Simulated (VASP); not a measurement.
Write the native input for VASP 6.6.1 that does the following.

```
Task                   : relaxation of cell and atoms
Functional             : PBE
Potentials or basis    : VASP PAW PBE potentials, release 64 (F)
Cutoff                 : 600 eV
k mesh                 : 18 × 18 × 10
Occupations            : fermi-dirac, width 0.05 eV
Spin                   : no spin polarisation
Dipole correction      : no
Further INCAR settings : ALGO = Normal; EDIFF = 1e-06; IBRION = 2; EDIFFG = -0.005; NSW = 60; ISIF = 3
```

The structure of F lies in POSCAR:

```
F
1.0
    2.6463212685      0.0000000000      0.0000000000
   -1.3231606343      2.2917814451      0.0000000000
    0.0000000000      0.0000000000      4.2870404550
F
2
Direct
    0.3333333333      0.6666666667      0.2500000000
    0.6666666667      0.3333333333      0.7500000000
```

The input as run:

INCAR

```
PREC = Accurate
ENCUT = 600
EDIFF = 1E-6
ISMEAR = -1
SIGMA = 0.05
LREAL = F
LASPH = T
NELM = 60
ALGO = Normal
ISIF = 3
LWAVE = F
LCHARG = F
GGA = PE
IBRION = 2
NSW = 60
EDIFFG = -0.005
```

KPOINTS

```
regular mesh
0
Gamma
  18 18 10
```

Potentials or basis: VASP PAW PBE potentials, release 64 (F).

Launch:

```bash
$ cat potpaw_PBE.64/F/POTCAR > POTCAR
$ mpirun -np 1 vasp_std > vasp.out
```

It gave:

```
Relaxed volume                        : 10.48 Å³/atom
Relaxed cell                          : a = 2.878 Å, b = 2.878 Å, c = 2.923 Å, α = 90.00°, β = 90.00°, γ = 120.00°
Space group after relaxing (to 0.1 Å) : P6_3/mmc (No. 194)
Energy gained by relaxing             : 275.6 meV/atom
Ionic steps                           : 29
Pressure after relaxing               : 0.0 GPa
Band gap on the k mesh                : zero (bands 7 and 8 overlap by 1.53 eV)
```

Caveat: the volume moved by over 15 % at a fixed basis, so the end points are rough.

Run time: 12 min on 1 thread of AMD EPYC 7R13 Processor (Zen 3) (shared host), peak memory 0.18 GiB.
